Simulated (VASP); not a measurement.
# BaH (Imma) in VASP: single point with PBE

Aim: the single point of BaH with PBE.

Program: VASP 6.6.1. These are calculated values, not measurements. Logs are shortened: lines on timing, memory, paths and dates and some standing lists are left out, and cuts for length are marked.

**1. The cell of the first run**

It takes space group Imma (No. 74, orthorhombic). Conventional cell: a = 3.951 Å, b = 7.197 Å, c = 7.325 Å, α = 90.00°, β = 90.00°, γ = 90.00°. Within 3.7 Å of Ba (site symmetry 2/m) lie 6 H at 2.81 to 3.32 Å and 2 Ba at 3.60 Å. Within 3.6 Å of H (site symmetry mm2) lie 2 H at 2.75 Å and 6 Ba at 2.81 to 3.32 Å.

**2. Single point, PBE**

INCAR

```
SYSTEM = BaH
PREC = Accurate
ENCUT = 520
EDIFF = 1E-6
ISMEAR = 0
SIGMA = 0.1
LREAL = .False.
LASPH = .True.
NELM = 80
ALGO = Normal
ISIF = 2
LWAVE = .False.
LCHARG = .False.
GGA = PE
NBANDS = 19
```

KPOINTS

```
regular mesh
0
Gamma
  14 14 14
  0 0 0
```

POSCAR

```
BaH
1.0
   -1.9755928059      3.5987194810      3.6627030735
    1.9755928059     -3.5987194810      3.6627030735
    1.9755928059      3.5987194810     -3.6627030735
Ba H
2 2
Direct
    0.0000000000      0.5000000000      0.5000000000
    0.5000000000      0.5000000000      0.0000000000
    0.3690344566      0.1190344566      0.2500000000
    0.6309655434      0.8809655434      0.7500000000
```

Potentials or basis: VASP PAW PBE potentials, release 64 (Ba_sv, H).

Command:

```console
$ cat potpaw_PBE.64/Ba_sv/POTCAR potpaw_PBE.64/H/POTCAR > POTCAR
$ mpirun -np 1 vasp_std > vasp.out
```

OUTCAR:

```text
SYSTEM = BaH
   PREC = Accurate
   ENCUT = 520
   EDIFF = 1E-6
   ISMEAR = 0
   LREAL = .False.
   LASPH = .True.
   NELM = 80
   ISIF = 2
   GGA = PE

 ion  position               nearest neighbor table
   1  0.000  0.500  0.500-   3 2.81   4 2.81   3 2.81   4 2.81   2 3.60   2 3.60   2 4.16   2 4.16
                             2 4.16   2 4.16
   2  0.500  0.500  0.000-   3 2.81   4 2.81   3 2.81   4 2.81   1 3.60   1 3.60   1 4.16   1 4.16
                             1 4.16   1 4.16
   3  0.369  0.119  0.250-   2 2.81   1 2.81   2 2.81   1 2.81
   4  0.631  0.881  0.750-   2 2.81   1 2.81   2 2.81   1 2.81

  LATTYP: Found a body centered orthorhombic cell.
 ALAT       =     3.9511856118
 B/A-ratio  =     1.8215896870
 C/A-ratio  =     1.8539767216

  Lattice vectors:

 A1 = (  -1.9755928059,   3.5987194810,   3.6627030735)
 A2 = (   1.9755928059,  -3.5987194810,   3.6627030735)
 A3 = (   1.9755928059,   3.5987194810,  -3.6627030735)

Analysis of symmetry for initial positions (statically):
=====================================================================
 Subroutine PRICEL returns:
 Original cell was already a primitive cell.

 Routine SETGRP: Setting up the symmetry group for a
 body centered orthorhombic supercell.

 Subroutine GETGRP returns: Found  8 space group operations
 (whereof  4 operations were pure point group operations)
 out of a pool of  8 trial point group operations.

The static configuration has the point symmetry C_2h.
 The point group associated with its full space group is D_2h.

Analysis of symmetry for dynamics (positions and initial velocities):
=====================================================================
 Subroutine PRICEL returns:
 Original cell was already a primitive cell.

 Routine SETGRP: Setting up the symmetry group for a
 body centered orthorhombic supercell.

 Subroutine GETGRP returns: Found  8 space group operations
 (whereof  4 operations were pure point group operations)
 out of a pool of  8 trial point group operations.

The dynamic configuration has the point symmetry C_2h.
 The point group associated with its full space group is D_2h.

 Subroutine INISYM returns: Found  8 space group operations
 (whereof  4 operations are pure point group operations),
 and found     1 'primitive' translations

----------------------------------------------------------------------------------------

                                     Primitive cell

  volume of cell :     104.1615

  direct lattice vectors                    reciprocal lattice vectors
    -1.975592806  3.598719481  3.662703073     0.000000000  0.138938309  0.136511202
     1.975592806 -3.598719481  3.662703073     0.253088591  0.000000000  0.136511202
     1.975592806  3.598719481 -3.662703073     0.253088591  0.138938309  0.000000000

  length of vectors
     5.501739965  5.501739965  5.501739965     0.194779778  0.287557200  0.288717316

  position of ions in fractional coordinates (direct lattice)
     0.000000000  0.500000000  0.500000000
     0.500000000  0.500000000  0.000000000
     0.369034457  0.119034457  0.250000000
     0.630965543  0.880965543  0.750000000

  ion indices of the primitive-cell ions
   primitive index   ion index
                 1           1
                 2           2
                 3           3
                 4           4

----------------------------------------------------------------------------------------

 KPOINTS: regular mesh

Automatic generation of k-mesh.
 Grid dimensions read from file:
 generate k-points for:   14   14   14

 Generating k-lattice:

  Cartesian coordinates                     Fractional coordinates (reciprocal lattice)
     0.000000000  0.009924165  0.009750800     0.071428571  0.000000000  0.000000000
     0.018077757  0.000000000  0.009750800     0.000000000  0.071428571  0.000000000
     0.018077757  0.009924165  0.000000000     0.000000000  0.000000000  0.071428571

  Length of vectors
     0.013912841  0.020539800  0.020622665

  Shift w.r.t. Gamma in fractional coordinates (k-lattice)
     0.000000000  0.000000000  0.000000000

 Subroutine IBZKPT returns following result:
 ===========================================

 Found    428 irreducible k-points:

 Following reciprocal coordinates:
            Coordinates               Weight
  0.000000  0.000000  0.000000      1.000000
  0.071429  0.000000  0.000000      4.000000
  0.142857  0.000000 -0.000000      4.000000
  0.214286  0.000000 -0.000000      4.000000
  0.285714  0.000000 -0.000000      4.000000
  0.357143  0.000000 -0.000000      4.000000
[... 16 lines left out ...]
 -0.000000  0.142857  0.000000      4.000000
  0.071429  0.142857  0.000000      8.000000
 [... further k-points ...]
   k-points           NKPTS =    428   k-points in BZ     NKDIM =    428   number of bands    NBANDS=     19
   number of dos      NEDOS =    301   number of ions     NIONS =      4
   total plane-waves  NPLWV =  74088
   dimension x,y,z NGX =    42 NGY =   42 NGZ =   42
   dimension x,y,z NGXF=    84 NGYF=   84 NGZF=   84
   ions per type =               2   2
   NGX,Y,Z   is equivalent  to a cutoff of  12.69, 12.69, 12.69 a.u.
   NGXF,Y,Z  is equivalent  to a cutoff of  25.38, 25.38, 25.38 a.u.
 SYSTEM =  BaH
   PREC   = accura    normal or accurate (medium, high low for compatibility)
   ISTART =      0    job   : 0-new  1-cont  2-samecut
   ICHARG =      2    charge: 1-file 2-atom 10-const
   ISPIN  =      1    spin polarized calculation?
   LNONCOLLINEAR =      F non collinear calculations
   LSORBIT =      F    spin-orbit coupling
   LASPH  =      T    aspherical Exc in radial PAW
   ENCUT  =  520.0 eV  38.22 Ry    6.18 a.u.  10.23 10.23 10.23*2*pi/ulx,y,z
   NELM   =     80;   NELMIN=  2; NELMDL= -5     # of ELM steps
   EDIFF  = 0.1E-05   stopping-criterion for ELM
   LREAL  =      F    real-space projection
   EDIFFG = 0.1E-04   stopping-criterion for IOM
   NSW    =      0    number of steps for IOM
   IBRION =     -1    ionic relax: 0-MD 1-quasi-New 2-CG
   NFREE  =      0    steps in history (QN), initial steepest desc. (CG)
   ISIF   =      2    stress and relaxation
   ISYM   =      2    0-nonsym 1-usesym 2-fastsym
   POTIM  = 0.5000    time-step for ionic-motion
   TEBEG  =    0.0;   TEEND  =   0.0 temperature during run
   PSTRESS=    0.0 pullay stress
   NELECT =      22.0000    total number of electrons
   NUPDOWN=      -1.0000    fix difference up-down
   EMIN   =  10.00;   EMAX   =-10.00  energy-range for DOS
   EFERMI =   0.00;   METHOD = LEGACY
   ISMEAR =     0;   SIGMA  =   0.10  broadening in eV -4-tet -1-fermi 0-gaus
   EFERMI_NEDOS =   21; number of points for ismear=-14 and -15
   IALGO  =     38    algorithm
   IMIX   =      4    mixing-type and parameters
     AMIX     =   0.40;   BMIX     =  1.00
     AMIX_MAG =   1.60;   BMIX_MAG =  1.00
  volume/ion in A,a.u.               =      26.04       175.73
  Fermi-wavevector in a.u.,A,eV,Ry     =   0.974945  1.842378 12.932573  0.950517
  Thomas-Fermi vector in A             =   2.105445
   LORBIT       =      0    0 simple, 1 ext, 2 COOP (PROOUT), +10 PAW based schemes
   GGA     = PE    functional components
   LHFCALC =     F    Hartree Fock is set to
   AEXX    =    0.0000 exact exchange contribution
   IVDW    =     0    specifies the selected vdW correction
   LEPSILON=     F    determine dielectric tensor
   LRPA    =     F    only Hartree local field effects (RPA)
 non-spin polarized calculation
 Gauss-broadening in eV      SIGMA  =   0.10
  energy-cutoff  :      520.00
  volume of cell :      104.16
 maximum number of plane-waves:      2831
 NGX is ok and might be reduce to    42
   NGX = 21   NGY = 21   NGZ = 21

 number of electron      22.0000000 magnetization

 Free energy of the ion-electron system (eV)
  ---------------------------------------------------
  ext. energy  EPLUGINS =         0.00000000
  ---------------------------------------------------
  free energy    TOTEN  =       -11.24237309 eV

  energy without entropy =      -11.23471694  energy(sigma->0) =      -11.23854502

 E-fermi :   2.6226     XC(G=0):  -8.3559

 val. band max:        2.6221431259   @ k =  -0.1429  -0.0714   0.0714
 cond. band min:       2.6248567247   @ k =   0.2857   0.3571   0.0714
 fundamental gap:      0.0027135989
 Fermi energy:         2.6225540358

 k-point     1 :       0.0000    0.0000    0.0000
  band No.  band energies     occupation
      1     -26.3970      2.00000
      2     -26.1684      2.00000
      3     -12.2862      2.00000
      4     -11.6771      2.00000
      5     -11.2003      2.00000
      6     -11.1222      2.00000
[... 11 lines left out ...]
     18       8.1226      0.00000
     19       8.3667      0.00000

 k-point     2 :       0.0714    0.0000    0.0000
  band No.  band energies     occupation
      1     -26.3942      2.00000
      2     -26.1713      2.00000
      3     -12.2728      2.00000
      4     -11.6733      2.00000
      5     -11.2085      2.00000
      6     -11.1219      2.00000
[... 11 lines left out ...]
     18       8.1150      0.00000
     19       8.2586      0.00000

 k-point     3 :       0.1429    0.0000   -0.0000
  band No.  band energies     occupation
      1     -26.3858      2.00000
      2     -26.1798      2.00000
      3     -12.2330      2.00000
      4     -11.6616      2.00000
      5     -11.2324      2.00000
      6     -11.1213      2.00000
[... 11 lines left out ...]
     18       7.7736      0.00000
     19       8.1870      0.00000

 k-point     4 :       0.2143    0.0000   -0.0000
  band No.  band energies     occupation
      1     -26.3722      2.00000
      2     -26.1934      2.00000
      3     -12.1678      2.00000
      4     -11.6420      2.00000
      5     -11.2702      2.00000
      6     -11.1200      2.00000
[... 407 lines left out ...]
     18       8.1751      0.00000
     19       8.2420      0.00000

 k-point    23 :      -0.0000    0.1429    0.0000
  band No.  band energies     occupation
      1     -26.3794      2.00000
      2     -26.1635      2.00000
      3     -12.2736      2.00000
      4     -11.6101      2.00000
      5     -11.3309      2.00000
      6     -11.2228      2.00000
[... 11 lines left out ...]
     18       7.6876      0.00000
     19       8.2986      0.00000

 k-point    24 :       0.0714    0.1429    0.0000
  band No.  band energies     occupation
      1     -26.3738      2.00000
      2     -26.1690      2.00000
      3     -12.2671      2.00000
      4     -11.5849      2.00000
      5     -11.3690      2.00000
      6     -11.2294      2.00000
[... 11 lines left out ...]
     18       7.3914      0.00000
     19       8.0633      0.00000

 [... further k-points ...]

------------------------ aborting loop because EDIFF is reached ----------------------------------------

  FORCE on cell =-STRESS in cart. coord.  units (eV):
  Direction    XX          YY          ZZ          XY          YZ          ZX
  --------------------------------------------------------------------------------------
  -------------------------------------------------------------------------------------
  Total        0.3138246      0.3694324      0.1689990      0.0000000      0.0000000      0.0000000
  in kB        4.8271462      5.6824869      2.5994863      0.0000000      0.0000000      0.0000000
  external PRESSURE =       4.3697065 kB  Pullay stress =       0.0000000 kB

 VOLUME and BASIS-vectors are now :
 -----------------------------------------------------------------------------
  energy-cutoff  :      520.00
  volume of cell :      104.16
      direct lattice vectors                 reciprocal lattice vectors
    -1.975592806  3.598719481  3.662703073     0.000000000  0.138938309  0.136511202
     1.975592806 -3.598719481  3.662703073     0.253088591  0.000000000  0.136511202
     1.975592806  3.598719481 -3.662703073     0.253088591  0.138938309  0.000000000

 POSITION                                       TOTAL-FORCE (eV/Angst)
 -----------------------------------------------------------------------------------
      1.97559      0.00000      0.00000         0.000000      0.000000      0.000000
      0.00000      0.00000      3.66270         0.000000      0.000000     -0.000000
     -0.00000      1.79936      0.87198        -0.000000     -0.000000      0.010453
      1.97559      1.79936      2.79073         0.000000     -0.000000     -0.010453
 -----------------------------------------------------------------------------------
    total drift:                               -0.000000      0.000000     -0.000000

  FREE ENERGIE OF THE ION-ELECTRON SYSTEM (eV)
  ---------------------------------------------------
  free  energy   TOTEN  =       -11.2423730925 eV

  energy  without entropy=      -11.2347169385  energy(sigma->0) =      -11.23854502
```

Run time: 12 min. Hardware: 1 thread of Intel Xeon Platinum 8488C (Sapphire Rapids), shared host; peak memory 0.82 GiB.

What came out:

* Free energy: -11.2424 eV
* Pressure: 0.4 GPa
* Largest force: 0.010 eV/Å
* Band gap on the k mesh: zero (bands 11 and 12 overlap by 0.64 eV)

Forces in eV/Å, atoms in the order of the input:
```
Ba   0.000  0.000  0.000
Ba   0.000  0.000  0.000
H    0.000  0.000  0.010
H    0.000  0.000 -0.010
```

Caveat: spin-orbit coupling is left out, which moves the levels of the heavy elements.
